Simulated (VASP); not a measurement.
# Mo3N in VASP: further runs

The runs below take Mo3N through single point, with PBE.

Everything below comes from runs of VASP 6.6.1. Logs are shortened: lines on timing, memory, paths and dates and some standing lists are left out, and cuts for length are marked.

## Step 1: The cell of the first run

The cell holds a slab with vacuum, 8 atoms: a = 4.470 Å, b = 4.470 Å, c = 20.860 Å, α = 90.00°, β = 90.00°, γ = 120.00°.

## Step 2: Single point, PBE

INCAR reads:

```
PREC = Accurate
ENCUT = 520
EDIFF = 1E-7
ISMEAR = 0
SIGMA = 0.1
LREAL = F
LASPH = T
NELM = 80
ALGO = Normal
ISIF = 2
LWAVE = F
LCHARG = T
LDIPOL = T
IDIPOL = 3
DIPOL = 0.5 0.5 0.344
GGA = PE
LELF = T
LVHAR = T
LVACPOTAV = T
NBANDS = 57
```

KPOINTS reads:

```
Automatic mesh
0
Gamma
  6 6 1
```

POSCAR reads:

```
Mo3N
1.0
    4.4695765303      0.0000000000      0.0000000000
   -2.2347882651      3.8707668194      0.0000000000
    0.0000000000      0.0000000000     20.8595667262
Mo N
6 2
Direct
    0.6666666667      0.3333333333      0.1917585371
    0.3333333333      0.6666666667      0.2354961900
    0.0000000000      0.0000000000      0.2792338429
    0.6666666667      0.3333333333      0.3191171057
    0.3333333333      0.6666666667      0.3580407041
    0.0000000000      0.0000000000      0.3959606081
    0.2222222222      0.6666666667      0.4569119637
    0.2222222222      0.6666666667      0.5118481399
```

Potentials or basis: VASP PAW PBE potentials, release 64 (Mo_sv, N).

Started as:

```console
$ cat potpaw_PBE.64/Mo_sv/POTCAR potpaw_PBE.64/N/POTCAR > POTCAR
$ mpirun -np 1 vasp_std > vasp.out
```

OUTCAR:

```text
PREC = Accurate
   ENCUT = 520
   EDIFF = 1E-7
   ISMEAR = 0
   LREAL = F
   LASPH = T
   NELM = 80
   ISIF = 2
   GGA = PE

 ion  position               nearest neighbor table
   1  0.667  0.333  0.192-   4 2.66   2 2.74   2 2.74   2 2.74   3 3.16   3 3.16   3 3.16
   2  0.333  0.667  0.235-   5 2.56   3 2.74   1 2.74   1 2.74   3 2.74   3 2.74   1 2.74   4 3.11
                             4 3.11   4 3.11
   3  0.000  0.000  0.279-   6 2.43   4 2.71   4 2.71   4 2.71   2 2.74   2 2.74   2 2.74   5 3.06
                             5 3.06   5 3.06   1 3.16   1 3.16   1 3.16
   4  0.667  0.333  0.319-   1 2.66   5 2.71   5 2.71   5 2.71   3 2.71   3 2.71   3 2.71   6 3.04
                             6 3.04   6 3.04   2 3.11   2 3.11   2 3.11
   5  0.333  0.667  0.358-   7 2.12   2 2.56   6 2.70   6 2.70   6 2.70   4 2.71   4 2.71   4 2.71
                             3 3.06   3 3.06   3 3.06
   6  0.000  0.000  0.396-   3 2.43   7 2.51   5 2.70   5 2.70   5 2.70   4 3.04   4 3.04   4 3.04

   7  0.222  0.667  0.457-   8 1.15   5 2.12   6 2.51
   8  0.222  0.667  0.512-   7 1.15

  LATTYP: Found a hexagonal cell.
 ALAT       =     4.4695765303
 C/A-ratio  =     4.6670118712

  Lattice vectors:

 A1 = (   4.4695765303,   0.0000000000,   0.0000000000)
 A2 = (  -2.2347882651,   3.8707668194,   0.0000000000)
 A3 = (   0.0000000000,   0.0000000000,  20.8595667262)

Analysis of symmetry for initial positions (statically):
=====================================================================
 Subroutine PRICEL returns:
 Original cell was already a primitive cell.

 Routine SETGRP: Setting up the symmetry group for a
 hexagonal supercell.

 Subroutine GETGRP returns: Found  1 space group operations
 (whereof  1 operations were pure point group operations)
 out of a pool of 24 trial point group operations.

The static configuration has the point symmetry C_1 .

Analysis of symmetry for dynamics (positions and initial velocities):
=====================================================================
 Subroutine PRICEL returns:
 Original cell was already a primitive cell.

 Routine SETGRP: Setting up the symmetry group for a
 hexagonal supercell.

 Subroutine GETGRP returns: Found  1 space group operations
 (whereof  1 operations were pure point group operations)
 out of a pool of 24 trial point group operations.

The dynamic configuration has the point symmetry C_1 .

 Subroutine INISYM returns: Found  1 space group operations
 (whereof  1 operations are pure point group operations),
 and found     1 'primitive' translations

----------------------------------------------------------------------------------------

                                     Primitive cell

  volume of cell :     360.8849

  direct lattice vectors                    reciprocal lattice vectors
     4.469576530  0.000000000  0.000000000     0.223734842  0.129173371  0.000000000
    -2.234788265  3.870766819  0.000000000     0.000000000  0.258346743  0.000000000
     0.000000000  0.000000000 20.859566726     0.000000000  0.000000000  0.047939634

  length of vectors
     4.469576530  4.469576530 20.859566726     0.258346743  0.258346743  0.047939634

  position of ions in fractional coordinates (direct lattice)
     0.666666667  0.333333333  0.191758537
     0.333333333  0.666666667  0.235496190
     0.000000000  0.000000000  0.279233843
     0.666666667  0.333333333  0.319117106
     0.333333333  0.666666667  0.358040704
     0.000000000  0.000000000  0.395960608
     0.222222222  0.666666667  0.456911964
     0.222222222  0.666666667  0.511848140

  ion indices of the primitive-cell ions
   primitive index   ion index
                 1           1
                 2           2
                 3           3
                 4           4
                 5           5
                 6           6
                 7           7
                 8           8

----------------------------------------------------------------------------------------

 KPOINTS: Automatic mesh

Automatic generation of k-mesh.
 Grid dimensions read from file:
 generate k-points for:    6    6    1

 Generating k-lattice:

  Cartesian coordinates                     Fractional coordinates (reciprocal lattice)
     0.037289140  0.021528895  0.000000000     0.166666667  0.000000000  0.000000000
     0.000000000  0.043057790  0.000000000     0.000000000  0.166666667  0.000000000
     0.000000000  0.000000000  0.047939634     0.000000000  0.000000000  1.000000000

  Length of vectors
     0.043057790  0.043057790  0.047939634

  Shift w.r.t. Gamma in fractional coordinates (k-lattice)
     0.000000000  0.000000000  0.000000000

 Subroutine IBZKPT returns following result:
 ===========================================

 Found     20 irreducible k-points:

 Following reciprocal coordinates:
            Coordinates               Weight
  0.000000  0.000000  0.000000      1.000000
  0.166667 -0.000000  0.000000      2.000000
  0.000000  0.166667  0.000000      2.000000
 -0.166667  0.166667  0.000000      2.000000
  0.333333  0.000000  0.000000      2.000000
  0.000000  0.333333  0.000000      2.000000
[... 12 lines left out ...]
  0.500000 -0.166667  0.000000      2.000000
  0.333333  0.333333  0.000000      2.000000
   k-points           NKPTS =     20   k-points in BZ     NKDIM =     20   number of bands    NBANDS=     57
   number of dos      NEDOS =    301   number of ions     NIONS =      8
   total plane-waves  NPLWV = 207360
   dimension x,y,z NGX =    36 NGY =   36 NGZ =  160
   dimension x,y,z NGXF=    72 NGYF=   72 NGZF=  320
   ions per type =               6   2
   NGX,Y,Z   is equivalent  to a cutoff of  13.39, 13.39, 12.75 a.u.
   NGXF,Y,Z  is equivalent  to a cutoff of  26.78, 26.78, 25.50 a.u.
 SYSTEM =  unknown system
   PREC   = accura    normal or accurate (medium, high low for compatibility)
   ISTART =      0    job   : 0-new  1-cont  2-samecut
   ICHARG =      2    charge: 1-file 2-atom 10-const
   ISPIN  =      1    spin polarized calculation?
   LNONCOLLINEAR =      F non collinear calculations
   LSORBIT =      F    spin-orbit coupling
   LASPH  =      T    aspherical Exc in radial PAW
   ENCUT  =  520.0 eV  38.22 Ry    6.18 a.u.   8.31  8.31 38.78*2*pi/ulx,y,z
   NELM   =     80;   NELMIN=  2; NELMDL= -5     # of ELM steps
   EDIFF  = 0.1E-06   stopping-criterion for ELM
   LREAL  =      F    real-space projection
   EDIFFG = 0.1E-05   stopping-criterion for IOM
   NSW    =      0    number of steps for IOM
   IBRION =     -1    ionic relax: 0-MD 1-quasi-New 2-CG
   NFREE  =      0    steps in history (QN), initial steepest desc. (CG)
   ISIF   =      2    stress and relaxation
   ISYM   =      2    0-nonsym 1-usesym 2-fastsym
   POTIM  = 0.5000    time-step for ionic-motion
   TEBEG  =    0.0;   TEEND  =   0.0 temperature during run
   PSTRESS=    0.0 pullay stress
   NELECT =      94.0000    total number of electrons
   NUPDOWN=      -1.0000    fix difference up-down
   EMIN   =  10.00;   EMAX   =-10.00  energy-range for DOS
   EFERMI =   0.00;   METHOD = LEGACY
   ISMEAR =     0;   SIGMA  =   0.10  broadening in eV -4-tet -1-fermi 0-gaus
   EFERMI_NEDOS =   21; number of points for ismear=-14 and -15
   IALGO  =     38    algorithm
   IMIX   =      4    mixing-type and parameters
     AMIX     =   0.40;   BMIX     =  1.00
     AMIX_MAG =   1.60;   BMIX_MAG =  1.00
  volume/ion in A,a.u.               =      45.11       304.42
  Fermi-wavevector in a.u.,A,eV,Ry     =   1.045509  1.975726 14.872388  1.093090
  Thomas-Fermi vector in A             =   2.180308
   LORBIT       =      0    0 simple, 1 ext, 2 COOP (PROOUT), +10 PAW based schemes
   GGA     = PE    functional components
   LHFCALC =     F    Hartree Fock is set to
   AEXX    =    0.0000 exact exchange contribution
   IVDW    =     0    specifies the selected vdW correction
   LEPSILON=     F    determine dielectric tensor
   LRPA    =     F    only Hartree local field effects (RPA)
 non-spin polarized calculation
 Gauss-broadening in eV      SIGMA  =   0.10
  energy-cutoff  :      520.00
  volume of cell :      360.88
 maximum number of plane-waves:      9745
 NGX is ok and might be reduce to    36
   NGX = 17   NGY = 17   NGZ = 77

 dipolmoment           0.000000      0.000000     -0.004115 electrons x Angstroem

 number of electron      94.0000012 magnetization

 dipolmoment           0.000000      0.000000      0.110395 electrons x Angstroem

 Free energy of the ion-electron system (eV)
  ---------------------------------------------------
  ext. energy  EPLUGINS =         0.00000000
  ---------------------------------------------------
  free energy    TOTEN  =       -75.62307771 eV

  energy without entropy =      -75.57653302  energy(sigma->0) =      -75.59980537

 E-fermi :   0.7096     XC(G=0):  -5.0861

 val. band max:        0.7074208562   @ k =   0.5000   0.5000   0.0000
 cond. band min:       0.7139867248   @ k =  -0.3333   0.1667   0.0000
 fundamental gap:      0.0065658686
 Fermi energy:         0.7096269504

 k-point     1 :       0.0000    0.0000    0.0000
  band No.  band energies     occupation
      1     -60.4950      2.00000
      2     -60.2596      2.00000
      3     -60.2262      2.00000
      4     -60.1183      2.00000
      5     -60.0507      2.00000
      6     -59.9095      2.00000
[... 49 lines left out ...]
     56       2.7154      0.00000
     57       2.7456      0.00000

 k-point     2 :       0.1667   -0.0000    0.0000
  band No.  band energies     occupation
      1     -60.4746      2.00000
      2     -60.2624      2.00000
      3     -60.2287      2.00000
      4     -60.1248      2.00000
      5     -60.0490      2.00000
      6     -59.9209      2.00000
[... 49 lines left out ...]
     56       2.6893      0.00000
     57       2.8636      0.00000

 k-point     3 :       0.0000    0.1667    0.0000
  band No.  band energies     occupation
      1     -60.4746      2.00000
      2     -60.2624      2.00000
      3     -60.2287      2.00000
      4     -60.1248      2.00000
      5     -60.0490      2.00000
      6     -59.9209      2.00000
[... 954 lines left out ...]
      1     -60.3865      2.00000
      2     -60.2942      2.00000
      3     -60.2406      2.00000
      4     -60.1488      2.00000
      5     -60.0228      2.00000
      6     -59.9707      2.00000
[... 49 lines left out ...]
     56       2.4901      0.00000
     57       2.5329      0.00000

 k-point    20 :       0.3333    0.3333    0.0000
  band No.  band energies     occupation
      1     -60.3661      2.00000
      2     -60.2860      2.00000
      3     -60.2640      2.00000
      4     -60.1512      2.00000
      5     -60.0014      2.00000
      6     -59.9955      2.00000
[... 49 lines left out ...]
     56       2.5200      0.00000
     57       2.7968      0.00000

------------------------ aborting loop because EDIFF is reached ----------------------------------------

  FORCE on cell =-STRESS in cart. coord.  units (eV):
  Direction    XX          YY          ZZ          XY          YZ          ZX
  --------------------------------------------------------------------------------------
  -------------------------------------------------------------------------------------
  Total       -4.0714368     -3.9288086      0.6834614     -0.1825541      0.1087643      0.2696033
  in kB      -18.0754702    -17.4422612      3.0342817     -0.8104637      0.4828679      1.1969253
  external PRESSURE =     -10.8278166 kB  Pullay stress =       0.0000000 kB

 VOLUME and BASIS-vectors are now :
 -----------------------------------------------------------------------------
  energy-cutoff  :      520.00
  volume of cell :      360.88
      direct lattice vectors                 reciprocal lattice vectors
     4.469576530  0.000000000  0.000000000     0.223734842  0.129173371  0.000000000
    -2.234788265  3.870766819  0.000000000     0.000000000  0.258346743  0.000000000
     0.000000000  0.000000000 20.859566726     0.000000000  0.000000000  0.047939634

 POSITION                                       TOTAL-FORCE (eV/Angst)
 -----------------------------------------------------------------------------------
      2.23479      1.29026      4.00000        -0.104566     -0.020481      1.919172
     -0.00000      2.58051      4.91235         0.116839      0.039598     -1.395545
      0.00000      0.00000      5.82470        -0.063509     -0.033943     -1.275637
      2.23479      1.29026      6.65664        -0.115434     -0.018407     -0.698132
     -0.00000      2.58051      7.46857        -0.130681     -0.028739      1.353301
      0.00000      0.00000      8.25957         0.125479      0.063365      0.092529
     -0.49662      2.58051      9.53099         0.561728     -0.019733     -0.964870
     -0.49662      2.58051     10.67693        -0.389856      0.018340      0.969183
 -----------------------------------------------------------------------------------
    total drift:                                0.000012     -0.000001      0.000281

  FREE ENERGIE OF THE ION-ELECTRON SYSTEM (eV)
  ---------------------------------------------------
  free  energy   TOTEN  =       -75.6230777081 eV

  energy  without entropy=      -75.5765330246  energy(sigma->0) =      -75.59980537

 vacuum level on the upper side and lower side of the slab         5.496         4.341
```

Wall time 9.2 min (1 thread of Intel Xeon 6975P-C (Granite Rapids), shared host); peak memory 0.66 GiB.

Results:

| Quantity | Value |
| --- | --- |
| Free energy | -75.6231 eV |
| Largest force | 1.922 eV/Å |
| Band gap on the k mesh | zero (bands 47 and 48 overlap by 0.02 eV) |

Forces in eV/Å, atoms in the order of the input:
```
Mo  -0.105 -0.020  1.919
Mo   0.117  0.040 -1.396
Mo  -0.064 -0.034 -1.276
Mo  -0.115 -0.018 -0.698
Mo  -0.131 -0.029  1.353
Mo   0.125  0.063  0.093
N    0.562 -0.020 -0.965
N   -0.390  0.018  0.969
```

Levels at points of the mesh, in eV from the Fermi level:
```csv
k point,band 44,band 45,band 46,band 47,band 48,band 49,band 50,band 51
"(0.00, 0.00, 0.00)",-1.25,-1.19,-1.18,-0.72,0.32,0.82,1.05,1.20
"(0.50, 0.00, 0.00)",-1.21,-0.71,-0.24,-0.04,0.13,0.30,0.50,1.02
"(0.00, 0.50, 0.00)",-1.25,-0.72,-0.24,-0.04,0.05,0.45,0.60,0.99
"(0.50, 0.50, 0.00)",-1.29,-0.71,-0.27,-0.06,0.00,0.47,0.50,1.17
```

Caveat: the standard files for N, O and F lose accuracy on very short bonds.

## Step 3: Single point, PBE

INCAR reads:

```
SYSTEM = Mo3N
PREC = Accurate ; ENCUT = 520
EDIFF = 1E-6 ; ISMEAR = 0
SIGMA = 0.1 ; LREAL = .False.
LASPH = .True. ; NELM = 60
ALGO = Normal ; ISIF = 2
LWAVE = .False. ; LCHARG = .False.
LDIPOL = .True. ; IDIPOL = 3
DIPOL = 0.5 0.5 0.379 ; GGA = PE
NBANDS = 57
```

KPOINTS reads:

```
Automatic mesh
0
Gamma
  6 6 1
  0 0 0
```

POSCAR: that of step 2 with these lines changed.

```diff
@@ -14,3 +14,3 @@
     0.0000000000      0.0000000000      0.3959606081
-    0.2222222222      0.6666666667      0.4569119637
-    0.2222222222      0.6666666667      0.5118481399
+    0.6666666667      0.2222222222      0.5996954612
+    0.6666666667      0.2222222222      0.6525460798
```

Potentials or basis: VASP PAW PBE potentials, release 64 (Mo_sv, N).

Started as:

```console
$ cat potpaw_PBE.64/Mo_sv/POTCAR potpaw_PBE.64/N/POTCAR > POTCAR
$ mpirun -np 1 vasp_std > vasp.out
```

Wall time 8.7 min (1 thread of Intel Xeon 6975P-C (Granite Rapids), shared host); peak memory 0.66 GiB.

Results (log left out):

* Free energy: -75.3674 eV
* Largest force: 1.740 eV/Å
* Band gap on the k mesh: zero (bands 47 and 48 overlap by 0.11 eV)

Forces in eV/Å, atoms in the order of the input:
```
Mo   0.000  0.000  1.439
Mo  -0.001  0.001 -0.261
Mo   0.000  0.000 -1.374
Mo   0.000 -0.001 -0.084
Mo  -0.001  0.001  0.086
Mo  -0.001  0.001  0.192
N    0.003 -0.002 -1.739
N   -0.002  0.001  1.740
```

Levels at points of the mesh, in eV from the Fermi level:
```tsv
k point	band 43	band 44	band 45	band 46	band 47	band 48	band 49	band 50	band 51	band 52
(0.00, 0.00, 0.00)	-1.23	-1.23	-1.21	-1.21	-1.00	-0.07	1.14	1.14	1.26	1.26
(0.50, 0.00, 0.00)	-1.44	-1.27	-0.65	-0.36	0.03	0.06	0.21	0.70	1.19	1.36
(0.00, 0.50, 0.00)	-1.44	-1.27	-0.65	-0.36	0.03	0.06	0.21	0.70	1.19	1.37
(0.50, 0.50, 0.00)	-1.44	-1.27	-0.65	-0.36	0.03	0.06	0.20	0.70	1.19	1.36
```

Caveat: the standard files for N, O and F lose accuracy on very short bonds.

## Step 4: Single point, PBE

INCAR reads:

```
SYSTEM = Mo3N
PREC = Accurate
ENCUT = 520
EDIFF = 1E-6
ISMEAR = 0
SIGMA = 0.1
LREAL = .False.
LASPH = .True.
NELM = 60
ALGO = Normal
ISIF = 2
LWAVE = .False.
LCHARG = .True.
LDIPOL = .True.
IDIPOL = 3
DIPOL = 0.5 0.5 0.350
GGA = PE
LELF = .True.
LVHAR = .True.
LVACPOTAV = .True.
NBANDS = 57
```

KPOINTS is that of step 3.

POSCAR: that of step 3 with these lines changed.

```diff
@@ -14,3 +14,3 @@
     0.0000000000      0.0000000000      0.3959606081
-    0.6666666667      0.2222222222      0.5996954612
-    0.6666666667      0.2222222222      0.6525460798
+    0.8888888889      0.2222222222      0.4827415472
+    0.8888888889      0.2222222222      0.5366124227
```

Started as:

```console
$ cat potpaw_PBE.64/Mo_sv/POTCAR potpaw_PBE.64/N/POTCAR > POTCAR
$ mpirun -np 1 vasp_std > vasp.out
```

It took 9.1 min on 1 thread of Intel Xeon 6975P-C (Granite Rapids), shared host; peak memory 0.66 GiB.

The run converged. Its results:

```yaml
Free_energy: -75.6395 eV
Largest_force: 1.944 eV/Å
```

Forces on the atoms (eV/Å):
```
Mo   0.059 -0.046  1.546
Mo  -0.101  0.030 -0.212
Mo  -0.173  0.118 -1.932
Mo   0.208 -0.090 -0.526
Mo   0.041  0.064  0.022
Mo  -0.473  0.328  1.096
N    0.800 -0.756 -1.312
N   -0.360  0.350  1.318
```

Levels at points of the mesh, in eV from the Fermi level:
```csv
k point,band 45,band 46,band 47,band 48,band 49,band 50
"(0.00, 0.00, 0.00)",-1.22,-1.22,-0.84,0.12,0.82,1.12
"(0.50, 0.00, 0.00)",-0.56,-0.51,0.01,0.03,0.23,0.77
"(0.00, 0.50, 0.00)",-0.61,-0.42,-0.01,0.04,0.30,0.86
"(0.50, 0.50, 0.00)",-0.67,-0.08,0.01,0.04,0.14,0.62
```

Caveat: the standard files for N, O and F lose accuracy on very short bonds.

## Step 5: The runs side by side

| cell | gap on the mesh (eV) | largest force (eV/Å) |
| --- | --- | --- |
| as given, atomic positions A | none | 1.92 |
| as given, atomic positions B | none | 1.74 |
| as given, atomic positions C | - | 1.94 |

Alike in all rows: task single point; level PBE; potentials or basis VASP PAW PBE potentials, release 64 (Mo_sv, N); no spin polarisation; k mesh 6 × 6 × 1; cutoff (eV) 520; smearing gaussian 0.1 eV.

Caveats: the standard files for N, O and F lose accuracy on very short bonds.

Total energies depend on the potentials used, so only differences within one code and one set of settings carry meaning.
